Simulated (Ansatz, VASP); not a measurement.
# One calculation of HfO2, two programs

File INCAR:

```
PREC     = Accurate       # precision mode
ENCUT    = 520            # plane-wave cutoff, eV
EDIFF    = 1E-6           # SCF threshold, eV
ISMEAR   = -1             # smearing method
SIGMA    = 0.05           # smearing width, eV
LREAL    = False          # projectors in reciprocal space
LASPH    = True           # aspherical terms in the spheres
NELM     = 60             # most SCF steps
ALGO     = Normal         # electronic algorithm
ISIF     = 2              # what is computed and relaxed
LWAVE    = False          # write WAVECAR
LCHARG   = True           # write CHGCAR
GGA      = RE             # functional
LELF     = True           # ELF
LVHAR    = True         
NBANDS   = 56             # bands
```

File KPOINTS:

```
Automatic mesh
0
Gamma
  4 4 4
```

The input POSCAR:

```
HfO2
1.0
    5.1180000000      0.0000000000      0.0000000000
    0.0000000000      5.1857000000      0.0000000000
   -0.8586630598      0.0000000000      5.2138671406
Hf O
4 8
Direct
    0.2755000000      0.4603000000      0.7080000000
    0.7245000000      0.9603000000      0.7920000000
    0.7245000000      0.5397000000      0.2920000000
    0.2755000000      0.0397000000      0.2080000000
    0.0742000000      0.1684000000      0.8467000000
    0.9258000000      0.6684000000      0.6533000000
    0.9258000000      0.8316000000      0.1533000000
    0.0742000000      0.3316000000      0.3467000000
    0.4487000000      0.7419000000      0.9801000000
    0.5513000000      0.2419000000      0.5199000000
    0.5513000000      0.2581000000      0.0199000000
    0.4487000000      0.7581000000      0.4801000000
```

File input.yaml:

```yaml
crystal:
  lattice:
    - [5.118, 0.0, 0.0]
    - [0.0, 5.1857, 0.0]
    - [-0.8586630598, 0.0, 5.2138671406]
  atoms:
    - { symbol: Hf, position: [0.2755, 0.4603, 0.708] }
    - { symbol: Hf, position: [0.7245, 0.9603, 0.792] }
    - { symbol: Hf, position: [0.7245, 0.5397, 0.292] }
    - { symbol: Hf, position: [0.2755, 0.0397, 0.208] }
    - { symbol: O, position: [0.0742, 0.1684, 0.8467] }
    - { symbol: O, position: [0.9258, 0.6684, 0.6533] }
    - { symbol: O, position: [0.9258, 0.8316, 0.1533] }
    - { symbol: O, position: [0.0742, 0.3316, 0.3467] }
    - { symbol: O, position: [0.4487, 0.7419, 0.9801] }
    - { symbol: O, position: [0.5513, 0.2419, 0.5199] }
    - { symbol: O, position: [0.5513, 0.2581, 0.0199] }
    - { symbol: O, position: [0.4487, 0.7581, 0.4801] }
hamiltonian:
  xc: revpbe
  pseudopotentials: { kind: paw }
kpoints:
  mp_grid: { grid: [4, 4, 4] }
  band_path:
    path:
      - [[0.0, 0.0, 0.0], [0.0, 0.0, 0.5], [-0.4327310173, 0.0, 0.5726006525], [-0.5, 0.0, 0.5], [-0.5, 0.5, 0.5], [-0.5672689827, 0.5, 0.4273993475], [-0.5, 0.5, 0.0], [-0.5, 0.0, 0.0], [-0.5672689827, 0.0, 0.4273993475]]
      - [[-0.4327310173, 0.5, 0.5726006525], [0.0, 0.5, 0.5], [0.0, 0.5, 0.0]]
      - [[0.0, 0.0, 0.5], [0.0, 0.5, 0.5]]
    npoints: 10
scf:
  occupations: { method: fermi_dirac, width: 0.05 }
  n_extra_bands: 30
output:
  forces: true
  stress: true
  eigenvalues: true
  fatbands: false
```

Alike in both runs: functional revPBE; k mesh 4 × 4 × 4; occupations fermi-dirac, width 0.05 eV; no spin polarisation.

```csv
,VASP,Ansatz
version,VASP 6.6.1,Ansatz 0.2.0
potentials or method,"VASP PAW PBE potentials, release 64 (Hf_pv, O)",Ansatz PAW
plane-wave cutoff (eV),520,420
valence electrons in the cell,88,152
task,single point,band structure
```

Ansatz gave:

| Property | Result |
| --- | --- |
| gap on the k mesh at the Fermi level (eV) | 4.22 |
| least direct gap on the mesh (eV) | 4.31 |
| pressure (GPa) | 9.4 |
| traceless stress, the component that is largest in VASP (GPa) | -0.58 |
| rms of the force components (eV/Å) | 0.195 |

Problem. What did VASP give for the same quantities?

Solution. gap on the k mesh at the Fermi level (eV): 4.17; least direct gap on the mesh (eV): 4.26; pressure (GPa): 6.1; traceless stress, the component that is largest in VASP (GPa): -0.62; rms of the force components (eV/Å): 0.176.

VASP's potentials were made for PBE, not for revPBE. Atom by atom the forces differ by 0.034 eV/Å (rms over components). VASP's potentials hold 88 valence electrons a cell and Ansatz's 152, so a difference there can come from the potentials and not from the codes.

Neither program's run includes spin-orbit coupling.
